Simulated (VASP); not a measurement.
A run of VASP 6.6.1:

POSCAR

```
SiNi
1.0
    2.9427706600      0.0000000000      0.0000000000
    0.0000000000      3.2803255400      0.0000000000
    0.0000000000      0.0000000000      4.6774467600
Ni Si
2 2
Direct
    0.5000000000      0.5000000000      0.3424955900
    0.0000000000      0.0000000000      0.6575044100
    0.5000000000      0.5000000000      0.8431431600
    0.0000000000      0.0000000000      0.1568568400
```

Contents of INCAR.step1:

```
SYSTEM = SiNi
PREC = Accurate ; ENCUT = 520
EDIFF = 1E-7 ; ISMEAR = -1
SIGMA = 0.05 ; LREAL = .FALSE.
LASPH = .TRUE. ; NELM = 150
ALGO = Normal ; ISIF = 2
LWAVE = .FALSE. ; LCHARG = .TRUE.
ISPIN = 2 ; MAGMOM = 1 1 0 0
LMAXMIX = 4 ; GGA = PE
NBANDS = 26
```

File KPOINTS.step1:

```
regular mesh
0
G
  9 8 6
  0 0 0
```

The input INCAR.step2:

```
SYSTEM = SiNi
PREC = Accurate ; ENCUT = 520
EDIFF = 1E-7 ; ISMEAR = -5
SIGMA = 0.05 ; LREAL = .FALSE.
LASPH = .TRUE. ; NELM = 150
ALGO = Normal ; ISIF = 2
LWAVE = .FALSE. ; LCHARG = .FALSE.
ISPIN = 2 ; MAGMOM = 1 1 0 0
LORBIT = 10 ; LMAXMIX = 4
GGA = PE ; NBANDS = 26
NEDOS = 2001 ; ICHARG = 11
```

Contents of KPOINTS.step2:

```
regular mesh
0
G
  14 12 9
  0 0 0
```

Potentials or basis: VASP PAW PBE potentials, release 64 (Ni, Si).

Launch:

```console
$ cat potpaw_PBE.64/Ni/POTCAR potpaw_PBE.64/Si/POTCAR > POTCAR
$ cp INCAR.step1 INCAR
$ cp KPOINTS.step1 KPOINTS
$ mpirun -np 1 vasp_std > vasp.out
$ cp INCAR.step2 INCAR
$ cp KPOINTS.step2 KPOINTS
$ mpirun -np 1 vasp_std > vasp.out
```

Hardware: 1 thread of Intel(R) Xeon(R) 6975P-C (Granite Rapids), on a shared host.

Q: How long does it take, and how much memory?

A: Wall time 3.4 min on 1 thread of Intel(R) Xeon(R) 6975P-C (Granite Rapids) (shared host), peak memory 0.53 GiB. Counts: k points 280.
